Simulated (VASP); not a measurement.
# CuI (F-43m) in VASP: dielectric tensor with PBE

Aim: the dielectric tensor of CuI with PBE.

Everything below comes from runs of VASP 6.6.1. Logs are shortened: lines on timing, memory, paths and dates and some standing lists are left out, and cuts for length are marked.

## Step 1: The cell of the first run

Symmetry: F-43m, No. 216, cubic system. The conventional cell has a = 6.024 Å, b = 6.024 Å, c = 6.024 Å, α = 90.00°, β = 90.00°, γ = 90.00°. Cu (site symmetry -43m) has 4 I at 2.61 Å within 3.4 Å. I (site symmetry -43m) has 4 Cu at 2.61 Å within 3.4 Å.

## Step 2: Dielectric tensor, PBE

INCAR

```
  ALGO = Normal
  EDIFF = 1E-8
  ENCUT = 520
  GGA = PE
  ISIF = 2
  ISMEAR = 0
  LASPH = True
  LCHARG = False
  LEPSILON = True
  LREAL = False
  LWAVE = False
  NELM = 100
  PREC = Accurate
  SIGMA = 0.01
```

KPOINTS

```
k-points
0
Gamma
  6 6 6
```

POSCAR

```
CuI
1.0
    0.0000000000      3.0120289470      3.0120289470
    3.0120289470      0.0000000000      3.0120289470
    3.0120289470      3.0120289470      0.0000000000
Cu I
1 1
Direct
    0.0000000000      0.0000000000      0.0000000000
    0.2500000000      0.2500000000      0.2500000000
```

Potentials or basis: VASP PAW PBE potentials, release 64 (Cu, I).

Launch:

```
> cat potpaw_PBE.64/Cu/POTCAR potpaw_PBE.64/I/POTCAR > POTCAR
> mpirun -np 1 vasp_std > vasp.out
```

OUTCAR:

```text
EDIFF = 1E-8
   ENCUT = 520
   GGA = PE
   ISIF = 2
   ISMEAR = 0
   LASPH = True
   LEPSILON = True
   LREAL = False
   NELM = 100
   PREC = Accurate

 ion  position               nearest neighbor table
   1  0.000  0.000  0.000-   2 2.61   2 2.61   2 2.61   2 2.61
   2  0.250  0.250  0.250-   1 2.61   1 2.61   1 2.61   1 2.61

  LATTYP: Found a face centered cubic cell.
 ALAT       =     6.0240578940

  Lattice vectors:

 A1 = (   0.0000000000,   3.0120289470,   3.0120289470)
 A2 = (   3.0120289470,   0.0000000000,   3.0120289470)
 A3 = (   3.0120289470,   3.0120289470,   0.0000000000)

Analysis of symmetry for initial positions (statically):
=====================================================================
 Subroutine PRICEL returns:
 Original cell was already a primitive cell.

 Routine SETGRP: Setting up the symmetry group for a
 face centered cubic supercell.

 Subroutine GETGRP returns: Found 24 space group operations
 (whereof 24 operations were pure point group operations)
 out of a pool of 48 trial point group operations.

The static configuration has the point symmetry T_d .

Analysis of symmetry for dynamics (positions and initial velocities):
=====================================================================
 Subroutine PRICEL returns:
 Original cell was already a primitive cell.

 Routine SETGRP: Setting up the symmetry group for a
 face centered cubic supercell.

 Subroutine GETGRP returns: Found 24 space group operations
 (whereof 24 operations were pure point group operations)
 out of a pool of 48 trial point group operations.

The dynamic configuration has the point symmetry T_d .

 Subroutine INISYM returns: Found 24 space group operations
 (whereof 24 operations are pure point group operations),
 and found     1 'primitive' translations

----------------------------------------------------------------------------------------

                                     Primitive cell

  volume of cell :      54.6522

  direct lattice vectors                    reciprocal lattice vectors
     0.000000000  3.012028947  3.012028947    -0.166001061  0.166001061  0.166001061
     3.012028947  0.000000000  3.012028947     0.166001061 -0.166001061  0.166001061
     3.012028947  3.012028947  0.000000000     0.166001061  0.166001061 -0.166001061

  length of vectors
     4.259652187  4.259652187  4.259652187     0.287522271  0.287522271  0.287522271

  position of ions in fractional coordinates (direct lattice)
     0.000000000  0.000000000  0.000000000
     0.250000000  0.250000000  0.250000000

  ion indices of the primitive-cell ions
   primitive index   ion index
                 1           1
                 2           2

----------------------------------------------------------------------------------------

 KPOINTS: k-points

Automatic generation of k-mesh.
 Grid dimensions read from file:
 generate k-points for:    6    6    6

 Generating k-lattice:

  Cartesian coordinates                     Fractional coordinates (reciprocal lattice)
    -0.027666843  0.027666843  0.027666843     0.166666667  0.000000000  0.000000000
     0.027666843 -0.027666843  0.027666843     0.000000000  0.166666667  0.000000000
     0.027666843  0.027666843 -0.027666843     0.000000000  0.000000000  0.166666667

  Length of vectors
     0.047920379  0.047920379  0.047920379

  Shift w.r.t. Gamma in fractional coordinates (k-lattice)
     0.000000000  0.000000000  0.000000000

 Subroutine IBZKPT returns following result:
 ===========================================

 Found     16 irreducible k-points:

 Following reciprocal coordinates:
            Coordinates               Weight
  0.000000  0.000000  0.000000      1.000000
  0.166667  0.000000  0.000000      8.000000
[... 64 lines left out ...]
 Gauss-broadening in eV      SIGMA  =   0.01
  energy-cutoff  :      520.00
  volume of cell :       54.65
 maximum number of plane-waves:      1488
   NGX = 15   NGY = 15   NGZ = 15

--------------------------------------- Ionic step        1  -------------------------------------------

 number of electron      18.0000016 magnetization

 E-fermi :   4.7338     XC(G=0):  -9.0260

 val. band max:        4.6424038185   @ k =   0.0000   0.0000   0.0000
 cond. band min:       5.8374429697   @ k =   0.0000   0.0000   0.0000
 fundamental gap:      1.1950391512
 Fermi energy:         4.7338374633

 k-point     1 :       0.0000    0.0000    0.0000
  band No.  band energies     occupation
      1      -9.4694      2.00000
      2       0.9161      2.00000
      3       0.9161      2.00000
      4       0.9161      2.00000
      5       2.7105      2.00000
      6       2.7105      2.00000
      7       4.6424      2.00000
      8       4.6424      2.00000
      9       4.6424      2.00000
     10       5.8374      0.00000
     11       9.4927      0.00000
     12       9.4927      0.00000
     13       9.4927      0.00000
[... 226 lines left out ...]
  band No.  band energies     occupation
      1      -8.6889      2.00000
      2      -0.7468      2.00000
      3       0.2753      2.00000
      4       0.7467      2.00000
      5       2.6639      2.00000
      6       2.6640      2.00000
      7       2.7956      2.00000
      8       2.9926      2.00000
      9       3.2829      2.00000
     10       8.4858      0.00000
     11       8.5833      0.00000
     12      11.7725      0.00000
     13      11.8201      0.00000

  FORCE on cell =-STRESS in cart. coord.  units (eV):
  Direction    XX          YY          ZZ          XY          YZ          ZX
  --------------------------------------------------------------------------------------
  -------------------------------------------------------------------------------------
  Total        0.4105138      0.4105138      0.4105138      0.0000000     -0.0000000     -0.0000000
  in kB       12.0345783     12.0345783     12.0345783      0.0000000     -0.0000000     -0.0000000
  external PRESSURE =      12.0345783 kB  Pullay stress =       0.0000000 kB

 VOLUME and BASIS-vectors are now :
 -----------------------------------------------------------------------------
  energy-cutoff  :      520.00
  volume of cell :       54.65
      direct lattice vectors                 reciprocal lattice vectors
     0.000000000  3.012028947  3.012028947    -0.166001061  0.166001061  0.166001061
     3.012028947  0.000000000  3.012028947     0.166001061 -0.166001061  0.166001061
     3.012028947  3.012028947  0.000000000     0.166001061  0.166001061 -0.166001061

 POSITION                                       TOTAL-FORCE (eV/Angst)
 -----------------------------------------------------------------------------------
      0.00000      0.00000      0.00000        -0.000000     -0.000000     -0.000000
      1.50601      1.50601      1.50601         0.000000      0.000000      0.000000
 -----------------------------------------------------------------------------------
    total drift:                               -0.000001     -0.000001     -0.000001

  FREE ENERGIE OF THE ION-ELECTRON SYSTEM (eV)
  ---------------------------------------------------
  free  energy   TOTEN  =        -5.5543986959 eV

  energy  without entropy=       -5.5543986959  energy(sigma->0) =       -5.55439870

 HEAD OF MICROSCOPIC STATIC DIELECTRIC TENSOR (INDEPENDENT PARTICLE, excluding Hartree and local field effects)
 ------------------------------------------------------
           7.413717     0.000000     0.000000
           0.000000     7.413717     0.000000
          -0.000000    -0.000000     7.413717
 ------------------------------------------------------

 Free energy of the ion-electron system (eV)
  ---------------------------------------------------
  ---------------------------------------------------
  free energy    TOTEN  =        -0.98060441 eV

  energy without entropy =       -0.98060441

------------------------ aborting loop because EDIFF is reached ----------------------------------------

--------------------------------------- Ionic step        2  -------------------------------------------

------------------------ aborting loop because EDIFF is reached ----------------------------------------

--------------------------------------- Ionic step        3  -------------------------------------------

 Free energy of the ion-electron system (eV)
  ---------------------------------------------------
  ---------------------------------------------------
  free energy    TOTEN  =        -0.98060396 eV

  energy without entropy =       -0.98060396

------------------------ aborting loop because EDIFF is reached ----------------------------------------

 PIEZOELECTRIC TENSOR FIELD DIRECTION 3  (e Angst)
 -----------------------------------------------------------------------------
    -0.00157 -1.16691  0.00000           (  0.00001  0.11148  0.00000)
    -1.16691 -0.00157  0.00000           (  0.11148  0.00001  0.00000)
     0.00000  0.00000 -0.00107           (  0.00000  0.00000 -0.00001)

 PIEZOELECTRIC TENSOR FIELD DIRECTION 3  (C/m^2)
 -----------------------------------------------------------------------------
    -0.00046 -0.34209  0.00000
    -0.34209 -0.00046  0.00000
     0.00000  0.00000 -0.00031

 MACROSCOPIC STATIC DIELECTRIC TENSOR (including local field effects in DFT)
 ------------------------------------------------------
           7.080642     0.000000    -0.000000
           0.000000     7.080642     0.000000
           0.000000    -0.000000     7.080642
 ------------------------------------------------------

 PIEZOELECTRIC TENSOR (including local field effects)  for field in x, y, z        (e  Angst)
          XX          YY          ZZ          XY          YZ          ZX
  --------------------------------------------------------------------------------
  x     0.00000     0.00000    -0.00000     0.00000    -1.22431     0.00000
  y     0.00000     0.00000    -0.00000     0.00000     0.00000    -1.22431
  z     0.00000     0.00000     0.00000    -1.22431     0.00000     0.00000

 PIEZOELECTRIC TENSOR (including local field effects)  for field in x, y, z        (C/m^2)
          XX          YY          ZZ          XY          YZ          ZX
  --------------------------------------------------------------------------------
  x     0.00000     0.00000    -0.00000     0.00000    -0.35892     0.00000
  y     0.00000     0.00000    -0.00000     0.00000     0.00000    -0.35892
  z     0.00000     0.00000     0.00000    -0.35892     0.00000     0.00000

 BORN EFFECTIVE CHARGES (including local field effects) (in |e|, cummulative output)
 ---------------------------------------------------------------------------------
 ion    1
    1     1.17231     0.00000     0.00000
    2     0.00000     1.17231     0.00000
    3     0.00000     0.00000     1.17231
 ion    2
    1    -1.17231     0.00000     0.00000
    2     0.00000    -1.17231     0.00000
    3     0.00000     0.00000    -1.17231
```

Wall time 2.3 min (1 thread of Intel Xeon 6975P-C, shared host); peak memory 0.26 GiB.

Results:

- Band gap on the k mesh: 1.20 eV, direct
- Electronic dielectric tensor (diagonal): 7.08
- Born charges (mean of the diagonal): Cu +1.17; I -1.17 e

Levels at points of the mesh, in eV from the valence-band top:
| k point | band 7 | band 8 | band 9 | band 10 | band 11 | band 12 |
| --- | --- | --- | --- | --- | --- | --- |
| (0.00, 0.00, 0.00) | 0.00 | 0.00 | 0.00 | 1.19 | 4.85 | 4.85 |
| (0.50, 0.00, 0.00) | -1.86 | -0.74 | -0.74 | 2.17 | 5.39 | 5.39 |
| (0.50, 0.50, 0.00) | -1.84 | -1.57 | -1.57 | 2.68 | 2.90 | 9.32 |

Electronic dielectric tensor:
```
7.08 0.00 0.00
0.00 7.08 0.00
0.00 0.00 7.08
```

Born effective charge tensors (e):
atom 1, Cu
```
1.17 0.00 0.00
0.00 1.17 0.00
0.00 0.00 1.17
```
atom 2, I
```
-1.17  0.00  0.00
 0.00 -1.17  0.00
 0.00  0.00 -1.17
```

Caveat: spin-orbit coupling is left out, which moves the levels of the heavy elements.
